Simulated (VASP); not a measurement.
Write the native input for VASP 6.6.1 that does the following.

| Item | Value |
| --- | --- |
| Task | single point |
| Functional | r2SCAN |
| Potentials or basis | VASP PAW PBE potentials, release 64 (Pb_d) |
| Cutoff | 520 eV |
| k mesh | 16 × 16 × 16 |
| Occupations | gaussian, width 0.05 eV |
| Spin | no spin polarisation |
| Dipole correction | no |
| Further INCAR settings | ALGO = Normal; EDIFF = 1e-06; NBANDS = 13 |

The system is Pb.

```
Pb
1.0
     0.00000    2.31575    2.31575
     2.31575    0.00000    2.31575
     2.31575    2.31575    0.00000
Pb
1
Direct
  0.00000 0.00000 0.00000
```

This cell differs from its parent crystal: volume scaled by 0.800.

The input as run:

POSCAR

```
Pb
1.0
    0.0000000000      2.3157527213      2.3157527213
    2.3157527213      0.0000000000      2.3157527213
    2.3157527213      2.3157527213      0.0000000000
Pb
1
Direct
    0.0000000000      0.0000000000      0.0000000000
```

INCAR.step1

```
SYSTEM = Pb
  ALGO = Normal
  EDIFF = 1E-4
  ENCUT = 520
  GGA = PE
  ISMEAR = 0
  LASPH = .True.
  LCHARG = .False.
  LREAL = .False.
  LWAVE = .True.
  NBANDS = 13
  NELM = 100
  PREC = Accurate
  SIGMA = 0.05
```

INCAR.step2

```
SYSTEM = Pb
  ALGO = Normal
  EDIFF = 1E-6
  ENCUT = 520
  ISIF = 2
  ISMEAR = 0
  ISTART = 1
  LASPH = .True.
  LCHARG = .False.
  LMIXTAU = .True.
  LREAL = .False.
  LWAVE = .False.
  METAGGA = R2SCAN
  NBANDS = 13
  NELM = 100
  PREC = Accurate
  SIGMA = 0.05
```

KPOINTS

```
k-points
0
Gamma
  16 16 16
  0 0 0
```

Potentials or basis: VASP PAW PBE potentials, release 64 (Pb_d).

Command:

```sh
$ cat potpaw_PBE.64/Pb_d/POTCAR > POTCAR
$ cp INCAR.step1 INCAR
$ mpirun -np 1 vasp_std > vasp.out
$ cp INCAR.step2 INCAR
$ mpirun -np 1 vasp_std > vasp.out
```

It gave:

```
Pressure               : 17.5 GPa
Band gap on the k mesh : zero (band 7 reaches 19.19 eV, above the bottom of band 8 at 7.57 eV)
```

Caveat: the PAW data sets were made with another functional, which shifts forces and pressure a little; spin-orbit coupling is left out, which moves the levels of the heavy elements.

Run time: 38 s on 1 thread of Intel(R) Xeon(R) 6975P-C (Granite Rapids), on a shared host, peak memory 0.17 GiB.
